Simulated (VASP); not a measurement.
A run of VASP 6.6.1 is set up as follows.

File INCAR:

```
SYSTEM = Se
PREC     = Accurate       ! precision mode
ENCUT    = 520            ! plane-wave cutoff, eV
EDIFF    = 1E-6           ! SCF threshold, eV
ISMEAR   = -1             ! smearing method
SIGMA    = 0.1            ! smearing width, eV
LREAL    = .FALSE.        ! projectors in reciprocal space
LASPH    = .TRUE.         ! aspherical terms in the spheres
NELM     = 150            ! most SCF steps
ALGO     = Normal         ! electronic algorithm
ISIF     = 2              ! what is computed and relaxed
LWAVE    = .FALSE.        ! write WAVECAR
LCHARG   = .TRUE.         ! write CHGCAR
LNONCOLLINEAR= .TRUE.         ! non-collinear magnetism
MAGMOM   = 0 0 0          ! initial moments
LORBIT   = 11             ! projections on sites
LSORBIT  = .TRUE.         ! spin-orbit coupling
GGA_COMPAT= .FALSE.      
LORBMOM  = .TRUE.       
GGA      = PE             ! functional
LVHAR    = .TRUE.       
NBANDS   = 17             ! bands
```

The input KPOINTS:

```
Automatic mesh
0
G
  11 11 11
  0 0 0
```

Contents of POSCAR:

```
Se
1.0
    2.8307185976      0.0000000000      0.0000000000
    0.0000000000      2.8307185976      0.0000000000
    0.0000000000      0.0000000000      2.8307185976
Se
1
Direct
    0.0000000000      0.0000000000      0.0000000000
```

Potentials or basis: VASP PAW PBE potentials, release 64 (Se).

Command:

```sh
$ cat potpaw_PBE.64/Se/POTCAR > POTCAR
$ mpirun -np 1 vasp_ncl > vasp.out
```

Predict the net moment.

0.00 μB per cell.

Estimate the pressure.

0.1 GPa.

Moments on the atoms (μB; x, y, z):
```
Se  0.00 0.00 0.00
```
